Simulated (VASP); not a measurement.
# Rh (P6_3/mmc) in VASP: a series of runs, part 2 of 2

VASP 6.6.1. The steps go on from the part before.

## (3) Single point, r2SCAN

This run uses another cell than the first one, of 13.73 Å³/atom, 0.980 times its volume.

Input file POSCAR:

```
Rh
1.0
    2.6940693954      0.0000000000      0.0000000000
   -1.3470346977      2.3331325361      0.0000000000
    0.0000000000      0.0000000000      4.3686372171
Rh
2
Direct
    0.3333333333      0.6666666667      0.2500000000
    0.6666666667      0.3333333333      0.7500000000
```

Input file INCAR.step1:

```
PREC = Accurate
ENCUT = 580
ISMEAR = -1
SIGMA = 0.05
LREAL = F
LASPH = T
NELM = 120
NBANDS = 24
GGA = PE
ALGO = Normal
EDIFF = 1E-5
LWAVE = T
LCHARG = F
GGA_COMPAT = F
```

Input file INCAR.step2:

```
PREC = Accurate
ENCUT = 580
EDIFF = 1E-6
ISMEAR = -1
SIGMA = 0.05
LREAL = F
LASPH = T
NELM = 120
ALGO = Normal
ISIF = 2
LWAVE = F
LCHARG = F
METAGGA = R2SCAN
LMIXTAU = T
NBANDS = 24
ISTART = 1
GGA_COMPAT = F
```

Input file KPOINTS:

```
regular mesh
0
Gamma
  11 11 6
```

Potentials or basis: VASP PAW PBE potentials, release 64 (Rh_sv_GW).

Started as:

```console
$ cat potpaw_PBE.64/Rh_sv_GW/POTCAR > POTCAR
$ cp INCAR.step1 INCAR
$ mpirun -np 1 vasp_std > vasp.out
$ cp INCAR.step2 INCAR
$ mpirun -np 1 vasp_std > vasp.out
```

OUTCAR:

```text
PREC = Accurate
   ENCUT = 580
   EDIFF = 1E-6
   ISMEAR = -1
   LREAL = F
   LASPH = T
   NELM = 120
   ISIF = 2
   METAGGA = R2SCAN
   ISTART = 1

 ion  position               nearest neighbor table
   1  0.333  0.667  0.250-
   2  0.667  0.333  0.750-

  LATTYP: Found a hexagonal cell.
 ALAT       =     2.6940693954
 C/A-ratio  =     1.6215756077

  Lattice vectors:

 A1 = (   2.6940693954,   0.0000000000,   0.0000000000)
 A2 = (  -1.3470346977,   2.3331325361,   0.0000000000)
 A3 = (   0.0000000000,   0.0000000000,   4.3686372171)

Analysis of symmetry for initial positions (statically):
=====================================================================
 Subroutine PRICEL returns:
 Original cell was already a primitive cell.

 Routine SETGRP: Setting up the symmetry group for a
 hexagonal supercell.

 Subroutine GETGRP returns: Found 24 space group operations
 (whereof 12 operations were pure point group operations)
 out of a pool of 24 trial point group operations.

The static configuration has the point symmetry D_3d.
 The point group associated with its full space group is D_6h.

Analysis of symmetry for dynamics (positions and initial velocities):
=====================================================================
 Subroutine PRICEL returns:
 Original cell was already a primitive cell.

 Routine SETGRP: Setting up the symmetry group for a
 hexagonal supercell.

 Subroutine GETGRP returns: Found 24 space group operations
 (whereof 12 operations were pure point group operations)
 out of a pool of 24 trial point group operations.

The dynamic configuration has the point symmetry D_3d.
 The point group associated with its full space group is D_6h.

 Subroutine INISYM returns: Found 24 space group operations
[... 103 lines left out ...]
   ISIF   =      2    stress and relaxation
   ISYM   =      2    0-nonsym 1-usesym 2-fastsym
   POTIM  = 0.5000    time-step for ionic-motion
   TEBEG  =    0.0;   TEEND  =   0.0 temperature during run
   PSTRESS=    0.0 pullay stress
   NELECT =      34.0000    total number of electrons
   NUPDOWN=      -1.0000    fix difference up-down
   EMIN   =  10.00;   EMAX   =-10.00  energy-range for DOS
   EFERMI =   0.00;   METHOD = LEGACY
   ISMEAR =    -1;   SIGMA  =   0.05  broadening in eV -4-tet -1-fermi 0-gaus
   EFERMI_NEDOS =   21; number of points for ismear=-14 and -15
   IALGO  =     38    algorithm
   IMIX   =      4    mixing-type and parameters
     AMIX     =   0.40;   BMIX     =  1.00
     AMIX_MAG =   1.60;   BMIX_MAG =  1.00
  volume/ion in A,a.u.               =      13.73        92.65
  Fermi-wavevector in a.u.,A,eV,Ry     =   1.757936  3.322017 42.046618  3.090339
  Thomas-Fermi vector in A             =   2.827193
   LORBIT       =      0    0 simple, 1 ext, 2 COOP (PROOUT), +10 PAW based schemes
   METAGGA = R2SCAN    functional components
   LHFCALC =     F    Hartree Fock is set to
   AEXX    =    0.0000 exact exchange contribution
   IVDW    =     0    specifies the selected vdW correction
   LEPSILON=     F    determine dielectric tensor
   LRPA    =     F    only Hartree local field effects (RPA)
 non-spin polarized calculation
  energy-cutoff  :      580.00
  volume of cell :       27.46
 maximum number of plane-waves:       882
 NGX is ok and might be reduce to    24
   NGX = 11   NGY = 11   NGZ = 17

 number of electron      33.9999999 magnetization

 Free energy of the ion-electron system (eV)
  ---------------------------------------------------
  ext. energy  EPLUGINS =         0.00000000
  ---------------------------------------------------
  free energy    TOTEN  =       -46.47697983 eV

  energy without entropy =      -46.44993963  energy(sigma->0) =      -46.46345973

 E-fermi :  10.7993     XC(G=0): -15.2866

 val. band max:       10.7980394189   @ k =   0.0909   0.0909   0.3333
 cond. band min:      10.7999698126   @ k =   0.1818   0.0000   0.3333
 fundamental gap:      0.0019303938
 Fermi energy:        10.7992860071

 k-point     1 :       0.0000    0.0000    0.0000
  band No.  band energies     occupation
      1     -70.4426      2.00000
      2     -70.3150      2.00000
      3     -37.8765      2.00000
      4     -37.1814      2.00000
      5     -37.1814      2.00000
      6     -37.0769      2.00000
[... 637 lines left out ...]
     23      27.7694      0.00000
     24      28.9635      0.00000

 [... further k-points ...]
[... 5 lines left out ...]
  --------------------------------------------------------------------------------------
  -------------------------------------------------------------------------------------
  Total       -0.0708764     -0.0708764     -0.2971087      0.0000000     -0.0000000      0.0000000
  in kB       -4.1354024     -4.1354024    -17.3353186      0.0000000     -0.0000000      0.0000000
  external PRESSURE =      -8.5353745 kB  Pullay stress =       0.0000000 kB

 VOLUME and BASIS-vectors are now :
 -----------------------------------------------------------------------------
  energy-cutoff  :      580.00
  volume of cell :       27.46
      direct lattice vectors                 reciprocal lattice vectors
     2.694069395  0.000000000  0.000000000     0.371185687  0.214304156  0.000000000
    -1.347034698  2.333132536  0.000000000     0.000000000  0.428608313  0.000000000
     0.000000000  0.000000000  4.368637217     0.000000000  0.000000000  0.228904336

 POSITION                                       TOTAL-FORCE (eV/Angst)
 -----------------------------------------------------------------------------------
     -0.00000      1.55542      1.09216        -0.000000     -0.000000      0.000000
      1.34703      0.77771      3.27648         0.000000      0.000000      0.000000
 -----------------------------------------------------------------------------------
    total drift:                                0.000000     -0.000000      0.000000

  FREE ENERGIE OF THE ION-ELECTRON SYSTEM (eV)
  ---------------------------------------------------
  free  energy   TOTEN  =       -46.4769798269 eV

  energy  without entropy=      -46.4499396273  energy(sigma->0) =      -46.46345973
```

Wall time 2.4 min (1 thread of AMD EPYC 9R45 (Zen 5), shared host); peak memory 0.17 GiB.

Results:

- Free energy: -46.4770 eV
- Pressure: -0.9 GPa
- Band gap on the k mesh: zero (band 17 reaches 11.44 eV, above the bottom of band 18 at 9.00 eV)

Caveat: the PAW data sets were made with another functional, which shifts forces and pressure a little.

## (4) Single point, r2SCAN

This run uses another cell than the first one, of 13.44 Å³/atom, 0.959 times its volume.

Input file POSCAR:

```
Rh
1.0
    2.6752291329      0.0000000000      0.0000000000
   -1.3376145665      2.3168163901      0.0000000000
    0.0000000000      0.0000000000      4.3380863070
Rh
2
Direct
    0.3333333333      0.6666666667      0.2500000000
    0.6666666667      0.3333333333      0.7500000000
```

Input file INCAR.step1:

```
ALGO     = Normal         # electronic algorithm
EDIFF    = 1E-5           # SCF threshold, eV
ENCUT    = 580            # plane-wave cutoff, eV
GGA      = PE             # functional
GGA_COMPAT= False        
ISMEAR   = -1             # smearing method
LASPH    = True           # aspherical terms in the spheres
LCHARG   = False          # write CHGCAR
LREAL    = False          # projectors in reciprocal space
LWAVE    = True           # write WAVECAR
NBANDS   = 24             # bands
NELM     = 120            # most SCF steps
PREC     = Accurate       # precision mode
SIGMA    = 0.05           # smearing width, eV
```

Input file INCAR.step2:

```
ALGO     = Normal         # electronic algorithm
EDIFF    = 1E-6           # SCF threshold, eV
ENCUT    = 580            # plane-wave cutoff, eV
GGA_COMPAT= False        
ISIF     = 2              # what is computed and relaxed
ISMEAR   = -1             # smearing method
ISTART   = 1            
LASPH    = True           # aspherical terms in the spheres
LCHARG   = False          # write CHGCAR
LMIXTAU  = True         
LREAL    = False          # projectors in reciprocal space
LWAVE    = False          # write WAVECAR
METAGGA  = R2SCAN         # meta-GGA
NBANDS   = 24             # bands
NELM     = 120            # most SCF steps
PREC     = Accurate       # precision mode
SIGMA    = 0.05           # smearing width, eV
```

Input file KPOINTS:

```
k-points
0
Gamma
  11 11 6
```

Potentials or basis: VASP PAW PBE potentials, release 64 (Rh_sv_GW).

Started as:

```console
$ cat potpaw_PBE.64/Rh_sv_GW/POTCAR > POTCAR
$ cp INCAR.step1 INCAR
$ mpirun -np 1 vasp_std > vasp.out
$ cp INCAR.step2 INCAR
$ mpirun -np 1 vasp_std > vasp.out
```

OUTCAR:

```text
EDIFF = 1E-6
   ENCUT = 580
   ISIF = 2
   ISMEAR = -1
   ISTART = 1
   LASPH = True
   LREAL = False
   METAGGA = R2SCAN
   NELM = 120
   PREC = Accurate

 ion  position               nearest neighbor table
   1  0.333  0.667  0.250-   2 2.66   2 2.66   2 2.66   2 2.66   2 2.66   2 2.66
   2  0.667  0.333  0.750-   1 2.66   1 2.66   1 2.66   1 2.66   1 2.66   1 2.66

  LATTYP: Found a hexagonal cell.
 ALAT       =     2.6752291329
 C/A-ratio  =     1.6215756077

  Lattice vectors:

 A1 = (   2.6752291329,   0.0000000000,   0.0000000000)
 A2 = (  -1.3376145665,   2.3168163901,   0.0000000000)
[... 190 lines left out ...]
      4     -36.8607      2.00000
      5     -36.8607      2.00000
      6     -36.7469      2.00000
[... 637 lines left out ...]
     23      28.3478      0.00000
     24      29.4345      0.00000

 [... further k-points ...]
[... 5 lines left out ...]
  --------------------------------------------------------------------------------------
  -------------------------------------------------------------------------------------
  Total        0.9724175      0.9724175      0.7677593     -0.0000000      0.0000000      0.0000000
  in kB       57.9445431     57.9445431     45.7493422     -0.0000000      0.0000000      0.0000000
  external PRESSURE =      53.8794762 kB  Pullay stress =       0.0000000 kB

 VOLUME and BASIS-vectors are now :
 -----------------------------------------------------------------------------
  energy-cutoff  :      580.00
  volume of cell :       26.89
      direct lattice vectors                 reciprocal lattice vectors
     2.675229133  0.000000000  0.000000000     0.373799757  0.215813390  0.000000000
    -1.337614567  2.316816390  0.000000000     0.000000000  0.431626781  0.000000000
     0.000000000  0.000000000  4.338086307     0.000000000  0.000000000  0.230516391

 POSITION                                       TOTAL-FORCE (eV/Angst)
 -----------------------------------------------------------------------------------
     -0.00000      1.54454      1.08452        -0.000000      0.000000      0.000000
      1.33761      0.77227      3.25356         0.000000     -0.000000      0.000000
 -----------------------------------------------------------------------------------
    total drift:                               -0.000000      0.000000     -0.000000

  FREE ENERGIE OF THE ION-ELECTRON SYSTEM (eV)
  ---------------------------------------------------
  free  energy   TOTEN  =       -46.4629126820 eV

  energy  without entropy=      -46.4368353343  energy(sigma->0) =      -46.44987401
```

OUTCAR.step1:

```text
EDIFF = 1E-5
   ENCUT = 580
   GGA = PE
   ISMEAR = -1
   LASPH = True
[... 872 lines left out ...]
     -0.00000      1.54454      1.08452         0.000000     -0.000000      0.000000
      1.33761      0.77227      3.25356        -0.000000      0.000000      0.000000
 -----------------------------------------------------------------------------------
    total drift:                               -0.000000      0.000000     -0.000000

  FREE ENERGIE OF THE ION-ELECTRON SYSTEM (eV)
  ---------------------------------------------------
  free  energy   TOTEN  =       -12.6958398701 eV

  energy  without entropy=      -12.6686778286  energy(sigma->0) =      -12.68225885
```

OSZICAR.step1:

```text
N       E                     dE             d eps       ncg     rms          rms(c)
DAV:   1     0.733429153370E+03    0.73343E+03   -0.22143E+04  3136   0.193E+03
DAV:   2     0.402777760421E+02   -0.69315E+03   -0.65416E+03  3072   0.944E+02
DAV:   3    -0.134518796089E+02   -0.53730E+02   -0.51249E+02  4968   0.247E+02
DAV:   4    -0.146976371617E+02   -0.12458E+01   -0.12430E+01  4608   0.478E+01
DAV:   5    -0.147243455279E+02   -0.26708E-01   -0.26704E-01  5208   0.619E+00    0.839E+01
DAV:   6    -0.127608869784E+02    0.19635E+01   -0.51664E+00  4496   0.385E+01    0.348E+01
DAV:   7    -0.127030187978E+02    0.57868E-01   -0.24495E-01  5032   0.626E+00    0.107E+01
DAV:   8    -0.126962141855E+02    0.68046E-02   -0.36721E-02  4040   0.422E+00    0.651E-01
DAV:   9    -0.126958100377E+02    0.40415E-03   -0.17969E-03  4792   0.909E-01    0.164E-01
DAV:  10    -0.126958301327E+02   -0.20095E-04   -0.85142E-05  4016   0.806E-02    0.125E-01
DAV:  11    -0.126958398701E+02   -0.97374E-05   -0.91458E-06  2816   0.636E-02
   1 F= -.12695840E+02 E0= -.12682259E+02  d E =-.271620E-01
```

Run time: 3.1 min. Hardware: 1 thread of AMD EPYC 7R43 (Zen 3), shared host; peak memory 0.17 GiB.

Results:

```yaml
Free_energy: -46.4629 eV
Pressure: 5.4 GPa
Band_gap_on_the_k_mesh: zero (band 17 reaches 11.84 eV, above the bottom of band 18 at 9.31 eV)
```

Caveat: the PAW data sets were made with another functional, which shifts forces and pressure a little.

## (5) Summary

```csv
cell,gap on the mesh (eV),pressure (GPa)
"a = 2.713, b = 2.713, c = 4.399 Å, angles 90.0, 90.0, 120.0°, 2 atoms",none,-6.3
"a = 2.694, b = 2.694, c = 4.369 Å, angles 90.0, 90.0, 120.0°, 2 atoms",none,-0.9
"a = 2.675, b = 2.675, c = 4.338 Å, angles 90.0, 90.0, 120.0°, 2 atoms",none,5.4
```

Alike in all rows: task single point; level r2SCAN; potentials or basis VASP PAW PBE potentials, release 64 (Rh_sv_GW); no spin polarisation; k mesh 11 × 11 × 6; cutoff (eV) 580; smearing fermi-dirac 0.05 eV.

Caveats: the PAW data sets were made with another functional, which shifts forces and pressure a little.

Total energies depend on the potentials used, so only differences within one code and one set of settings carry meaning.
